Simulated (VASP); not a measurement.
# Hf (Immm) in VASP: relaxation of cell and atoms with PBE

Aim: the relaxation of cell and atoms of Hf with PBE.

Program: VASP 6.6.1. These are calculated values, not measurements. Logs are shortened: lines on timing, memory, paths and dates and some standing lists are left out, and cuts for length are marked.

### 1 The cell of the first run

Symmetry: Immm, No. 71, orthorhombic system. The conventional cell has a = 5.281 Å, b = 6.202 Å, c = 6.228 Å, α = 90.00°, β = 90.00°, γ = 90.00°. Within 2.6 Å of Hf (site symmetry m) lie 2 Hf at 1.94 to 2.07 Å.

The cell was built from a structure type or drawn by symmetry, and may not be a known phase.

### 2 Relaxation of cell and atoms, PBE

INCAR

```
  PREC = Accurate
  ENCUT = 600
  EDIFF = 1E-6
  ISMEAR = 0
  SIGMA = 0.1
  LREAL = F
  LASPH = T
  NELM = 100
  ALGO = Fast
  ISIF = 3
  LWAVE = F
  LCHARG = F
  GGA = PE
  IBRION = 2
  NSW = 90
  EDIFFG = -0.04
```

KPOINTS

```
Automatic mesh
0
Gamma
  4 4 4
```

POSCAR

```
Hf
1.0
   -2.6403598083      3.1010187636      3.1139877765
    2.6403598083     -3.1010187636      3.1139877765
    2.6403598083      3.1010187636     -3.1139877765
Hf
4
Direct
    0.6666700000      0.6835800000      0.3502500000
    0.3333300000      0.6835800000      0.0169100000
    0.3333300000      0.3164200000      0.6497500000
    0.6666700000      0.3164200000      0.9830900000
```

Potentials or basis: VASP PAW PBE potentials, release 64 (Hf_pv).

Launch:

```bash
cat potpaw_PBE.64/Hf_pv/POTCAR > POTCAR
mpirun -np 1 vasp_std > vasp.out
```

OUTCAR:

```text
PREC = Accurate
   ENCUT = 600
   EDIFF = 1E-6
   ISMEAR = 0
   LREAL = F
   LASPH = T
   NELM = 100
   ISIF = 3
   GGA = PE
   IBRION = 2
   NSW = 90
   EDIFFG = -0.04

 ion  position               nearest neighbor table
   1  0.667  0.684  0.350-   4 1.94   2 2.07   3 2.83   4 3.34   3 3.36   3 3.36
   2  0.333  0.684  0.017-   3 1.94   1 2.07   4 2.83   3 3.34   4 3.36   4 3.36
   3  0.333  0.316  0.650-   2 1.94   4 2.07   1 2.83   2 3.34   1 3.36   1 3.36
   4  0.667  0.316  0.983-   1 1.94   3 2.07   2 2.83   1 3.34   2 3.36   2 3.36

  LATTYP: Found a body centered orthorhombic cell.
 ALAT       =     5.2807196166
 B/A-ratio  =     1.1744682501
 C/A-ratio  =     1.1793800855

  Lattice vectors:

 A1 = (  -2.6403598083,   3.1010187636,   3.1139877765)
 A2 = (   2.6403598083,  -3.1010187636,   3.1139877765)
 A3 = (   2.6403598083,   3.1010187636,  -3.1139877765)

Analysis of symmetry for initial positions (statically):
=====================================================================
 Subroutine PRICEL returns:
 Original cell was already a primitive cell.

 Routine SETGRP: Setting up the symmetry group for a
 body centered orthorhombic supercell.

 Subroutine GETGRP returns: Found  8 space group operations
 (whereof  8 operations were pure point group operations)
 out of a pool of  8 trial point group operations.

The static configuration has the point symmetry D_2h.

Analysis of symmetry for dynamics (positions and initial velocities):
=====================================================================
 Subroutine PRICEL returns:
 Original cell was already a primitive cell.

 Routine SETGRP: Setting up the symmetry group for a
 body centered orthorhombic supercell.

 Subroutine GETGRP returns: Found  8 space group operations
 (whereof  8 operations were pure point group operations)
 out of a pool of  8 trial point group operations.

The dynamic configuration has the point symmetry D_2h.

 Subroutine INISYM returns: Found  8 space group operations
 (whereof  8 operations are pure point group operations),
[... 122 lines left out ...]
   LEPSILON=     F    determine dielectric tensor
   LRPA    =     F    only Hartree local field effects (RPA)
 conjugate gradient relaxation of ions
 non-spin polarized calculation
 RMM-DIIS sequential band-by-band and
 Gauss-broadening in eV      SIGMA  =   0.10
  energy-cutoff  :      600.00
  volume of cell :      101.99
 maximum number of plane-waves:      3434
 NGX is ok and might be reduce to    42
   NGX = 21   NGY = 21   NGZ = 21

--------------------------------------- Ionic step        1  -------------------------------------------

 number of electron      40.0000001 magnetization

 Free energy of the ion-electron system (eV)
  ---------------------------------------------------
  ext. energy  EPLUGINS =         0.00000000
  ---------------------------------------------------
  free energy    TOTEN  =       -17.27627155 eV

  energy without entropy =      -17.24238208  energy(sigma->0) =      -17.25932682

------------------------ aborting loop because EDIFF is reached ----------------------------------------

  FORCE on cell =-STRESS in cart. coord.  units (eV):
  Direction    XX          YY          ZZ          XY          YZ          ZX
  --------------------------------------------------------------------------------------
  -------------------------------------------------------------------------------------
  Total       58.3363620     48.6693939     -4.6821638      0.0000000      0.0000000      0.0000000
  in kB      916.4431354    764.5785637    -73.5550990      0.0000000      0.0000000      0.0000000
  external PRESSURE =     535.8222000 kB  Pullay stress =       0.0000000 kB
[... 25 lines left out ...]
--------------------------------------- Ionic step        2  -------------------------------------------

 number of electron      39.9999977 magnetization

------------------------ aborting loop EDIFF was not reached (unconverged)  ----------------------------

  FORCE on cell =-STRESS in cart. coord.  units (eV):
  Direction    XX          YY          ZZ          XY          YZ          ZX
  --------------------------------------------------------------------------------------
  -------------------------------------------------------------------------------------
  Total       -9.9363469     -9.1858965     -9.4577252      0.0000000      0.0000000      0.0000000
  in kB      -61.1931803    -56.5715170    -58.2455791      0.0000000      0.0000000      0.0000000
  external PRESSURE =     -58.6700921 kB  Pullay stress =       0.0000000 kB
[... 25 lines left out ...]
--------------------------------------- Ionic step        3  -------------------------------------------

 number of electron      40.0000018 magnetization

------------------------ aborting loop EDIFF was not reached (unconverged)  ----------------------------

  FORCE on cell =-STRESS in cart. coord.  units (eV):
  Direction    XX          YY          ZZ          XY          YZ          ZX
  --------------------------------------------------------------------------------------
  -------------------------------------------------------------------------------------
  Total       -9.5338390    -10.1685960     -8.7509197      0.0000000      0.0000000      0.0000000
  in kB      -61.6210496    -65.7237405    -56.5607261      0.0000000      0.0000000      0.0000000
  external PRESSURE =     -61.3018387 kB  Pullay stress =       0.0000000 kB
[... 1501 lines left out ...]
     23       3.5410      0.00067
     24       3.8365      0.00000

[... ionic steps 4 to 20 ...]

--------------------------------------- Ionic step       21  -------------------------------------------

 number of electron      39.9999994 magnetization

------------------------ aborting loop because EDIFF is reached ----------------------------------------
[... 71 lines left out ...]
--------------------------------------- Ionic step       23  -------------------------------------------

 number of electron      39.9999994 magnetization

 Free energy of the ion-electron system (eV)
  ---------------------------------------------------
  ext. energy  EPLUGINS =         0.00000000
  ---------------------------------------------------
  free energy    TOTEN  =       -35.35382439 eV

  energy without entropy =      -35.31132116  energy(sigma->0) =      -35.33257277

 E-fermi :   3.7584     XC(G=0): -10.6853

 val. band max:        3.6623826872   @ k =   0.5000   0.5000   0.5000
 cond. band min:       3.7657943338   @ k =   0.5000   0.5000   0.0000
 fundamental gap:      0.1034116466
 Fermi energy:         3.7583662269
[... 515 lines left out ...]
  FREE ENERGIE OF THE ION-ELECTRON SYSTEM (eV)
  ---------------------------------------------------
  free  energy   TOTEN  =       -35.3538243910 eV

  energy  without entropy=      -35.3113211552  energy(sigma->0) =      -35.33257277

 reached required accuracy - stopping structural energy minimisation
```

OSZICAR:

```text
N       E                     dE             d eps       ncg     rms          rms(c)
DAV:   1     0.217849063968E+03    0.21785E+03   -0.25201E+04   896   0.175E+03
DAV:   2    -0.749321118896E+01   -0.22534E+03   -0.22223E+03  1024   0.407E+02
[... 640 lines left out ...]
RMM:  35    -0.336392395420E+02   -0.31521E-05   -0.31340E-05   124   0.171E-03    0.377E-02
RMM:  36    -0.336392455317E+02   -0.59897E-05   -0.59941E-05   121   0.170E-03    0.387E-02
RMM:  37    -0.336392478451E+02   -0.23134E-05   -0.23943E-05   271   0.198E-03    0.386E-02
RMM:  38    -0.336392523083E+02   -0.44632E-05   -0.44524E-05   121   0.157E-03    0.402E-02
RMM:  39    -0.336392540709E+02   -0.17626E-05   -0.18280E-05   228   0.174E-03    0.387E-02
RMM:  40    -0.336392573781E+02   -0.33072E-05   -0.33126E-05   122   0.147E-03    0.394E-02
RMM:  41    -0.336392587872E+02   -0.14090E-05   -0.13961E-05   113   0
```

It took 28 min on 1 thread of Intel Xeon 6975P-C (Granite Rapids), shared host; peak memory 0.34 GiB.

What came out:

| Quantity | Value |
| --- | --- |
| Free energy | -35.3538 eV |
| Relaxed volume | 25.02 Å³/atom |
| Relaxed cell | a = 5.066 Å, b = 5.066 Å, c = 5.066 Å, α = 109.72°, β = 109.38°, γ = 109.32° |
| Space group after relaxing (to 0.1 Å) | Pm-3m (No. 221) |
| Energy gained by relaxing | 4519.4 meV/atom |
| Ionic steps | 23 |
| Pressure after relaxing | -0.1 GPa |
| Largest force after relaxing | 0.017 eV/Å |

Forces on the atoms (eV/Å):
```
Hf   0.002 -0.017  0.000
Hf   0.002  0.017  0.000
Hf  -0.002  0.017  0.000
Hf  -0.002 -0.017  0.000
```

Stress tensor (GPa, compression positive):
```
 0.04  0.00  0.00
 0.00 -0.21  0.00
 0.00  0.00 -0.24
```

Step by step:
```tsv
step	energy change (eV)	largest force (eV/Å)	pressure (GPa)	volume (Å³)
1	0.0000	21.3449	53.58	101.99
2	-7.1826	0.2131	-5.87	260.16
3	-7.6636	0.2482	-6.13	247.88
4	-8.2348	0.3309	-6.58	235.48
5	-13.2020	0.8525	-11.25	162.81
6	-16.0134	0.9997	-9.49	130.84
7	-16.0844	2.5484	-2.09	116.02
8	-16.2938	1.4592	-6.67	123.50
9	-16.3630	1.6436	-5.94	121.72
10	-17.1998	1.1524	-1.29	106.97
11	-17.2599	0.9755	1.56	102.44
12	-17.6596	0.7470	1.64	99.23
13	-17.7973	0.6794	2.66	96.84
14	-17.6446	0.7525	7.29	91.78
15	-17.8184	0.4723	3.49	95.52
16	-18.0341	0.4930	-1.04	101.48
17	-18.0442	0.3155	-0.34	100.42
18	-18.0443	0.3370	-0.43	100.55
19	-18.0757	0.1079	0.25	99.57
20	-18.0759	0.0831	0.32	99.47
21	-18.0775	0.0043	-0.21	100.20
22	-18.0776	0.0152	-0.17	100.10
23	-18.0776	0.0174	-0.14	100.08
```

Final structure:
```cif
data_structure
_symmetry_space_group_name_H-M 'P 1'
_symmetry_Int_Tables_number 1
_cell_length_a 5.0659
_cell_length_b 5.0659
_cell_length_c 5.0659
_cell_angle_alpha 109.717
_cell_angle_beta 109.379
_cell_angle_gamma 109.319
_cell_volume 100.08
loop_
_atom_site_label
_atom_site_type_symbol
_atom_site_fract_x
_atom_site_fract_y
_atom_site_fract_z
_atom_site_occupancy
Hf1 Hf 0.75019 0.74998 0.50017 1
Hf2 Hf 0.24981 0.74998 0.99979 1
Hf3 Hf 0.24981 0.25002 0.49983 1
Hf4 Hf 0.75019 0.25002 0.00021 1
```

Caveat: the k points lie up to 0.38 Å⁻¹ apart in the final cell; the bands computed are all filled at some k points, so no gap is given; spin-orbit coupling is left out, which moves the levels of the heavy elements.
